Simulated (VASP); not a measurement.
## H23NO10: single point with r2SCAN+D3(BJ)

The system is H23NO10.

```
O H N
1.0
     6.47286    0.00000    0.00000
     0.00000    6.47286    0.00000
     0.00000    0.00000    6.47286
O H N
10 23 1
Direct
  0.28412 0.61352 0.28088
  0.08281 0.13317 0.07456
  0.75043 0.30863 0.15967
  0.87152 0.80065 0.88267
  0.38819 0.19460 0.34608
  0.82372 0.55368 0.50797
  0.32072 0.85993 0.58563
  0.13736 0.34693 0.70820
  0.47929 0.90070 0.03633
  0.93265 0.96288 0.46221
  0.35352 0.66195 0.16860
  0.31266 0.46760 0.32476
  0.07079 0.20710 0.95308
  0.00721 0.01505 0.07388
  0.64568 0.30742 0.04836
  0.87702 0.21553 0.11182
  0.86130 0.67309 0.78242
  0.89203 0.90197 0.77857
  0.33038 0.19296 0.22068
  0.54543 0.23404 0.33521
  0.87508 0.65824 0.41064
  0.76218 0.43624 0.42212
  0.42199 0.93946 0.50098
  0.32574 0.72381 0.50967
  0.04757 0.46146 0.66683
  0.19518 0.27909 0.59097
  0.43752 0.89336 0.89647
  0.62413 0.86146 0.01615
  0.92350 0.08208 0.38445
  0.07421 0.97315 0.54107
  0.53551 0.58373 0.87995
  0.66986 0.42678 0.74242
  0.43308 0.38295 0.78182
  0.56224 0.43414 0.86203
```

```
Program             : VASP 6.6.1
Task                : single point
Functional          : r2SCAN
Dispersion          : D3(BJ)
Potentials or basis : VASP PAW PBE potentials, release 64 (O, H, N)
Cutoff              : 520 eV
k mesh              : 1 × 1 × 1
Occupations         : fermi-dirac, width 0.02 eV
Spin                : no spin polarisation
```

```yaml
Pressure: 2.6 GPa
Largest_force: 7.240 eV/Å
Band_gap_on_the_k_mesh: 4.69 eV
Dispersion_energy_per_atom: -0.021 eV
```

Forces in eV/Å, atoms in the order of the input:
```
O   -2.319 -2.739  3.870
O    2.206  1.680  2.494
O    1.820 -1.830  1.539
O   -0.222 -2.972 -1.261
O    4.293  1.509  5.632
O   -0.512 -1.024 -0.778
O    1.292 -0.252  0.130
O   -0.428  0.348  1.341
O    0.973 -0.444  0.731
O    1.948 -1.610  2.782
H    2.098  1.108 -2.752
H    0.140  1.153 -1.167
H    0.344  1.216 -3.066
H   -1.246 -3.914 -0.549
H   -0.087  0.723 -0.482
H   -1.976  2.102  1.324
H   -0.048  2.169  1.911
H    0.001  1.008 -0.864
H   -1.751 -0.662 -4.664
H   -2.422 -0.816 -0.847
H   -0.226 -0.286  0.316
H    1.170  1.676  0.321
H   -1.156 -0.264  0.558
H   -0.431  1.172  0.072
H    0.228 -0.633 -0.695
H    0.175 -0.137 -0.978
H   -1.083  0.186 -1.500
H    0.056  0.159  0.372
H   -0.228  2.099 -1.242
H   -1.551 -0.692 -1.722
H   -0.114  1.101  0.266
H   -0.384  0.217  1.041
H    0.243  0.304  0.774
N   -0.804 -1.658 -2.904
```

Stress tensor (GPa, compression positive):
```
 0.24  0.25  0.85
 0.25  2.32 -3.06
 0.85 -3.06  5.39
```

Levels at points of the mesh, in eV from the valence-band top:
| k point | band 42 | band 43 | band 44 | band 45 | band 46 | band 47 |
| --- | --- | --- | --- | --- | --- | --- |
| (0.00, 0.00, 0.00) | -0.72 | -0.56 | 0.00 | 4.69 | 7.92 | 8.23 |

It took 68 s on 1 thread of AMD EPYC 9R45 96-Core Processor (Zen 5), on a shared host, peak memory 0.3 GiB.

Caveat: the k points lie up to 0.97 Å⁻¹ apart; the PAW data sets were made with another functional, which shifts forces and pressure a little.
